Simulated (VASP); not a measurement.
# Sc3W (P6_3/mmc) in VASP: a series of runs

Sc3W is run at these levels: PBE; tasks: single point, relaxation of cell and atoms.

All numbers are computed with VASP 6.6.1; they aren't measurements. Logs are shortened: lines on timing, memory, paths and dates and some standing lists are left out, and cuts for length are marked.

### Step 1. The cell of the first run

Symmetry: P6_3/mmc, No. 194, hexagonal system. The conventional cell has a = 6.222 Å, b = 6.222 Å, c = 4.946 Å, α = 90.00°, β = 90.00°, γ = 120.00°. Within 4.0 Å of Sc (site symmetry mm2) lie 4 W at 3.03 to 3.11 Å and 8 Sc at 3.04 to 3.18 Å. W (site symmetry -6m2) has 12 Sc at 3.03 to 3.11 Å within 4.0 Å.

### Step 2. Single point, PBE

INCAR

```
SYSTEM = Sc3W
ALGO = Normal
EDIFF = 1E-7
ENCUT = 520
GGA = PE
ISIF = 2
ISMEAR = 0
LASPH = .True.
LCHARG = .False.
LREAL = .False.
LWAVE = .False.
NBANDS = 57
NELM = 80
PREC = Accurate
SIGMA = 0.1
```

KPOINTS

```
k-points
0
Gamma
  3 3 4
  0 0 0
```

POSCAR

```
Sc3W
1.0
    6.2217739869      0.0000000000      0.0000000000
   -3.1108869935      5.3882143293      0.0000000000
    0.0000000000      0.0000000000      4.9459555748
Sc W
6 2
Direct
    0.8295903212      0.6591806425      0.2500000000
    0.1704096788      0.8295903212      0.7500000000
    0.3408193575      0.1704096788      0.2500000000
    0.1704096788      0.3408193575      0.7500000000
    0.8295903212      0.1704096788      0.2500000000
    0.6591806425      0.8295903212      0.7500000000
    0.3333333333      0.6666666667      0.2500000000
    0.6666666667      0.3333333333      0.7500000000
```

Potentials or basis: VASP PAW PBE potentials, release 64 (Sc_sv, W_sv).

The run is started by

```sh
cat potpaw_PBE.64/Sc_sv/POTCAR potpaw_PBE.64/W_sv/POTCAR > POTCAR
mpirun -np 1 vasp_std > vasp.out
```

OUTCAR:

```text
SYSTEM = Sc3W
   EDIFF = 1E-7
   ENCUT = 520
   GGA = PE
   ISIF = 2
   ISMEAR = 0
   LASPH = .True.
   LREAL = .False.
   NELM = 80
   PREC = Accurate

 ion  position               nearest neighbor table
   1  0.830  0.659  0.250-   8 3.03   8 3.03   3 3.04   5 3.04   6 3.08   6 3.08   2 3.08   2 3.08
                             7 3.11   7 3.11   3 3.18   5 3.18
   2  0.170  0.830  0.750-   7 3.03   7 3.03   6 3.04   4 3.04   1 3.08   1 3.08   3 3.08   3 3.08
                             8 3.11   8 3.11   6 3.18   4 3.18
   3  0.341  0.170  0.250-   8 3.03   8 3.03   5 3.04   1 3.04   4 3.08   4 3.08   2 3.08   2 3.08
                             7 3.11   7 3.11   5 3.18   1 3.18
   4  0.170  0.341  0.750-   7 3.03   7 3.03   6 3.04   2 3.04   3 3.08   3 3.08   5 3.08   5 3.08
                             8 3.11   8 3.11   6 3.18   2 3.18
   5  0.830  0.170  0.250-   8 3.03   8 3.03   3 3.04   1 3.04   4 3.08   4 3.08   6 3.08   6 3.08
                             7 3.11   7 3.11   3 3.18   1 3.18
   6  0.659  0.830  0.750-   7 3.03   7 3.03   2 3.04   4 3.04   1 3.08   1 3.08   5 3.08   5 3.08
                             8 3.11   8 3.11   2 3.18   4 3.18
   7  0.333  0.667  0.250-   2 3.03   2 3.03   6 3.03   6 3.03   4 3.03   4 3.03   1 3.11   1 3.11
                             5 3.11   5 3.11   3 3.11   3 3.11
   8  0.667  0.333  0.750-   5 3.03   5 3.03   3 3.03   3 3.03   1 3.03   1 3.03   4 3.11   4 3.11
                             2 3.11   2 3.11   6 3.11   6 3.11

  LATTYP: Found a hexagonal cell.
 ALAT       =     6.2217739869
 C/A-ratio  =     0.7949429833

  Lattice vectors:

 A1 = (   6.2217739869,   0.0000000000,   0.0000000000)
 A2 = (  -3.1108869935,   5.3882143293,   0.0000000000)
 A3 = (   0.0000000000,   0.0000000000,   4.9459555748)

Analysis of symmetry for initial positions (statically):
=====================================================================
 Subroutine PRICEL returns:
 Original cell was already a primitive cell.

 Routine SETGRP: Setting up the symmetry group for a
 hexagonal supercell.

 Subroutine GETGRP returns: Found 24 space group operations
 (whereof 12 operations were pure point group operations)
 out of a pool of 24 trial point group operations.

The static configuration has the point symmetry D_3d.
 The point group associated with its full space group is D_6h.

Analysis of symmetry for dynamics (positions and initial velocities):
=====================================================================
 Subroutine PRICEL returns:
 Original cell was already a primitive cell.

 Routine SETGRP: Setting up the symmetry group for a
 hexagonal supercell.

 Subroutine GETGRP returns: Found 24 space group operations
 (whereof 12 operations were pure point group operations)
 out of a pool of 24 trial point group operations.

The dynamic configuration has the point symmetry D_3d.
 The point group associated with its full space group is D_6h.

 Subroutine INISYM returns: Found 24 space group operations
 (whereof 12 operations are pure point group operations),
 and found     1 'primitive' translations

----------------------------------------------------------------------------------------

                                     Primitive cell

  volume of cell :     165.8095

  direct lattice vectors                    reciprocal lattice vectors
     6.221773987  0.000000000  0.000000000     0.160725864  0.092795121  0.000000000
    -3.110886993  5.388214329  0.000000000     0.000000000  0.185590242  0.000000000
     0.000000000  0.000000000  4.945955575     0.000000000  0.000000000  0.202185399

  length of vectors
     6.221773987  6.221773987  4.945955575     0.185590242  0.185590242  0.202185399

  position of ions in fractional coordinates (direct lattice)
     0.829590321  0.659180642  0.250000000
     0.170409679  0.829590321  0.750000000
     0.340819358  0.170409679  0.250000000
     0.170409679  0.340819358  0.750000000
     0.829590321  0.170409679  0.250000000
     0.659180642  0.829590321  0.750000000
     0.333333333  0.666666667  0.250000000
     0.666666667  0.333333333  0.750000000

  ion indices of the primitive-cell ions
   primitive index   ion index
                 1           1
                 2           2
                 3           3
                 4           4
                 5           5
                 6           6
                 7           7
                 8           8

----------------------------------------------------------------------------------------

 KPOINTS: k-points

Automatic generation of k-mesh.
 Grid dimensions read from file:
 generate k-points for:    3    3    4

 Generating k-lattice:

  Cartesian coordinates                     Fractional coordinates (reciprocal lattice)
     0.053575288  0.030931707  0.000000000     0.333333333  0.000000000  0.000000000
     0.000000000  0.061863414  0.000000000     0.000000000  0.333333333  0.000000000
     0.000000000  0.000000000  0.050546350     0.000000000  0.000000000  0.250000000

  Length of vectors
     0.061863414  0.061863414  0.050546350

  Shift w.r.t. Gamma in fractional coordinates (k-lattice)
     0.000000000  0.000000000  0.000000000

 Subroutine IBZKPT returns following result:
 ===========================================

 Found      9 irreducible k-points:

 Following reciprocal coordinates:
            Coordinates               Weight
  0.000000  0.000000  0.000000      1.000000
  0.333333  0.000000  0.000000      6.000000
  0.333333  0.333333  0.000000      2.000000
  0.000000  0.000000  0.250000      2.000000
  0.333333  0.000000  0.250000     12.000000
  0.333333  0.333333  0.250000      4.000000
  0.000000  0.000000  0.500000      1.000000
  0.333333  0.000000  0.500000      6.000000
  0.333333  0.333333  0.500000      2.000000
   k-points           NKPTS =      9   k-points in BZ     NKDIM =      9   number of bands    NBANDS=     57
   number of dos      NEDOS =    301   number of ions     NIONS =      8
   total plane-waves  NPLWV =  92160
   dimension x,y,z NGX =    48 NGY =   48 NGZ =   40
   dimension x,y,z NGXF=    96 NGYF=   96 NGZF=   80
   ions per type =               6   2
   NGX,Y,Z   is equivalent  to a cutoff of  12.83, 12.83, 13.45 a.u.
   NGXF,Y,Z  is equivalent  to a cutoff of  25.65, 25.65, 26.89 a.u.
 SYSTEM =  Sc3W
   PREC   = accura    normal or accurate (medium, high low for compatibility)
   ISTART =      0    job   : 0-new  1-cont  2-samecut
   ICHARG =      2    charge: 1-file 2-atom 10-const
   ISPIN  =      1    spin polarized calculation?
   LNONCOLLINEAR =      F non collinear calculations
   LSORBIT =      F    spin-orbit coupling
   LASPH  =      T    aspherical Exc in radial PAW
   ENCUT  =  520.0 eV  38.22 Ry    6.18 a.u.  11.57 11.57  9.20*2*pi/ulx,y,z
   NELM   =     80;   NELMIN=  2; NELMDL= -5     # of ELM steps
   EDIFF  = 0.1E-06   stopping-criterion for ELM
   LREAL  =      F    real-space projection
   EDIFFG = 0.1E-05   stopping-criterion for IOM
   NSW    =      0    number of steps for IOM
   IBRION =     -1    ionic relax: 0-MD 1-quasi-New 2-CG
   NFREE  =      0    steps in history (QN), initial steepest desc. (CG)
   ISIF   =      2    stress and relaxation
   ISYM   =      2    0-nonsym 1-usesym 2-fastsym
   POTIM  = 0.5000    time-step for ionic-motion
   TEBEG  =    0.0;   TEEND  =   0.0 temperature during run
   PSTRESS=    0.0 pullay stress
   NELECT =      94.0000    total number of electrons
   NUPDOWN=      -1.0000    fix difference up-down
   EMIN   =  10.00;   EMAX   =-10.00  energy-range for DOS
   EFERMI =   0.00;   METHOD = LEGACY
   ISMEAR =     0;   SIGMA  =   0.10  broadening in eV -4-tet -1-fermi 0-gaus
   EFERMI_NEDOS =   21; number of points for ismear=-14 and -15
   IALGO  =     38    algorithm
   IMIX   =      4    mixing-type and parameters
     AMIX     =   0.40;   BMIX     =  1.00
     AMIX_MAG =   1.60;   BMIX_MAG =  1.00
  volume/ion in A,a.u.               =      20.73       139.87
  Fermi-wavevector in a.u.,A,eV,Ry     =   1.354922  2.560432 24.977767  1.835814
  Thomas-Fermi vector in A             =   2.482053
   LORBIT       =      0    0 simple, 1 ext, 2 COOP (PROOUT), +10 PAW based schemes
   GGA     = PE    functional components
   LHFCALC =     F    Hartree Fock is set to
   AEXX    =    0.0000 exact exchange contribution
   IVDW    =     0    specifies the selected vdW correction
   LEPSILON=     F    determine dielectric tensor
   LRPA    =     F    only Hartree local field effects (RPA)
 non-spin polarized calculation
 Gauss-broadening in eV      SIGMA  =   0.10
  energy-cutoff  :      520.00
  volume of cell :      165.81
 maximum number of plane-waves:      4530
 NGX is ok and might be reduce to    48
   NGX = 23   NGY = 23   NGZ = 19

 number of electron      93.9999993 magnetization

 Free energy of the ion-electron system (eV)
  ---------------------------------------------------
  ext. energy  EPLUGINS =         0.00000000
  ---------------------------------------------------
  free energy    TOTEN  =       -61.84818224 eV

  energy without entropy =      -61.82976800  energy(sigma->0) =      -61.83897512

 E-fermi :   5.4538     XC(G=0): -10.9798

 val. band max:        5.3403204796   @ k =   0.3333   0.3333   0.2500
 cond. band min:       5.5040985198   @ k =   0.3333   0.0000   0.0000
 fundamental gap:      0.1637780402
 Fermi energy:         5.4537743516

 k-point     1 :       0.0000    0.0000    0.0000
  band No.  band energies     occupation
      1     -67.9806      2.00000
      2     -67.9805      2.00000
      3     -43.7052      2.00000
      4     -43.6283      2.00000
      5     -43.6283      2.00000
      6     -43.6240      2.00000
[... 49 lines left out ...]
     56       7.0123      0.00000
     57       7.0409      0.00000

 k-point     2 :       0.3333    0.0000    0.0000
  band No.  band energies     occupation
      1     -67.9806      2.00000
      2     -67.9806      2.00000
      3     -43.6885      2.00000
      4     -43.6486      2.00000
      5     -43.6288      2.00000
      6     -43.6196      2.00000
[... 414 lines left out ...]
      1     -67.9806      2.00000
      2     -67.9806      2.00000
      3     -43.6444      2.00000
      4     -43.6444      2.00000
      5     -43.6296      2.00000
      6     -43.6296      2.00000
[... 49 lines left out ...]
     56       6.3194      0.00000
     57       7.5588      0.00000

------------------------ aborting loop because EDIFF is reached ----------------------------------------

  FORCE on cell =-STRESS in cart. coord.  units (eV):
  Direction    XX          YY          ZZ          XY          YZ          ZX
  --------------------------------------------------------------------------------------
  -------------------------------------------------------------------------------------
  Total        0.1046839      0.1046839      0.1329730     -0.0000000      0.0000000     -0.0000000
  in kB        1.0115359      1.0115359      1.2848867     -0.0000000      0.0000000     -0.0000000
  external PRESSURE =       1.1026529 kB  Pullay stress =       0.0000000 kB

 VOLUME and BASIS-vectors are now :
 -----------------------------------------------------------------------------
  energy-cutoff  :      520.00
  volume of cell :      165.81
      direct lattice vectors                 reciprocal lattice vectors
     6.221773987  0.000000000  0.000000000     0.160725864  0.092795121  0.000000000
    -3.110886993  5.388214329  0.000000000     0.000000000  0.185590242  0.000000000
     0.000000000  0.000000000  4.945955575     0.000000000  0.000000000  0.202185399

 POSITION                                       TOTAL-FORCE (eV/Angst)
 -----------------------------------------------------------------------------------
      3.11089      3.55181      1.23649        -0.000000      0.005334      0.000000
     -1.52051      4.47001      3.70947        -0.004619      0.002667      0.000000
      1.59038      0.91820      1.23649        -0.004619     -0.002667     -0.000000
      0.00000      1.83641      3.70947         0.000000     -0.005334     -0.000000
      4.63140      0.91820      1.23649         0.004619     -0.002667      0.000000
      1.52051      4.47001      3.70947         0.004619      0.002667      0.000000
     -0.00000      3.59214      1.23649         0.000000     -0.000000      0.000000
      3.11089      1.79607      3.70947         0.000000     -0.000000     -0.000000
 -----------------------------------------------------------------------------------
    total drift:                               -0.000000      0.000000     -0.000000

  FREE ENERGIE OF THE ION-ELECTRON SYSTEM (eV)
  ---------------------------------------------------
  free  energy   TOTEN  =       -61.8481822435 eV

  energy  without entropy=      -61.8297680037  energy(sigma->0) =      -61.83897512
```

Run time: 4.5 min. Hardware: 1 thread of Intel Xeon 8259CL, shared host; peak memory 0.33 GiB.

Results:

| Property | Result |
| --- | --- |
| Free energy | -61.8482 eV |
| Pressure | 0.1 GPa |
| Largest force | 0.005 eV/Å |
| Band gap on the k mesh | zero (bands 47 and 48 overlap by 0.82 eV) |

Forces in eV/Å, atoms in the order of the input:
```
Sc   0.000  0.005  0.000
Sc  -0.005  0.003  0.000
Sc  -0.005 -0.003  0.000
Sc   0.000 -0.005  0.000
Sc   0.005 -0.003  0.000
Sc   0.005  0.003  0.000
W    0.000  0.000  0.000
W    0.000  0.000  0.000
```

Levels at points of the mesh, in eV from the Fermi level:
```csv
k point,band 45,band 46,band 47,band 48,band 49,band 50
"(0.00, 0.00, 0.00)",-0.25,-0.25,0.09,0.09,0.80,1.14
"(0.00, 0.00, 0.50)",-0.70,-0.70,0.60,0.60,1.19,1.19
```

Caveat: the k points lie up to 0.39 Å⁻¹ apart, too coarse for converged energies and pressures of a metal; spin-orbit coupling is left out, which moves the levels of the heavy elements.

(Part 1 of 2 ends here.)

The gap in the log of VASP goes by the Fermi energy; the results here count the filled bands.